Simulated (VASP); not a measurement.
Here is a VASP 6.6.1 calculation.

The input INCAR:

```
PREC = Accurate ; ENCUT = 520
EDIFF = 1E-6 ; ISMEAR = -1
SIGMA = 0.08 ; LREAL = F
LASPH = T ; NELM = 80
ALGO = Normal ; ISIF = 2
LWAVE = F ; LCHARG = F
NBANDS = 13
```

KPOINTS

```
Automatic mesh
0
Gamma
  12 12 12
```

POSCAR

```
ReSb
1.0
    0.0000000000      2.1314107071      2.1314107071
    2.1314107071      0.0000000000      2.1314107071
    2.1314107071      2.1314107071      0.0000000000
Re Sb
1 1
Direct
    0.0000000000      0.0000000000      0.0000000000
    0.5000000000      0.5000000000      0.5000000000
```

Potentials or basis: VASP PAW LDA potentials, release 64 (Re, Sb).

Command:

```console
$ cat potpaw_LDA.64/Re/POTCAR potpaw_LDA.64/Sb/POTCAR > POTCAR
$ mpirun -np 1 vasp_std > vasp.out
```

(1) What does it give for the band gap on the k mesh?

(2) Predict the pressure.

Answers

(1) zero (bands 6 and 7 overlap by 0.17 eV).

(2) 549.2 GPa.

Caveat: the cell stands under pressure; spin-orbit coupling is left out, which moves the levels of the heavy elements.
